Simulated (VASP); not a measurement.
Runs of VASP 6.6.1 on AlAs. The structure is that of space group F-43m (No. 216), or close to it. The cells are those of the table. 

| cell | gap on the mesh (eV) | pressure (GPa) |
| --- | --- | --- |
| a = 4.129 Å, angles 60.0°, 2 atoms | 1.34 | (a) |
| a = 3.967 Å, angles 60.0°, 2 atoms | 1.39 | 5.0 |
| a = 4.090 Å, angles 60.0°, 2 atoms | 1.54 | (c) |
| a = 4.009 Å, angles 60.0°, 2 atoms | (b) | 2.4 |

Alike in all rows: task single point; level PBE; potentials or basis VASP PAW PBE potentials, release 64 (Al, As); no spin polarisation; k mesh 8 × 8 × 8; smearing gaussian 0.02 eV.

Task: Fill in the values left out.

Result: (a) -3.3; (b) 1.44; (c) -1.7.

Caveats: the cell stands under tension (at least some runs); the cell stands under pressure (at least some runs).

A k mesh can miss the band edges, and the runs leave out spin-orbit coupling on As.
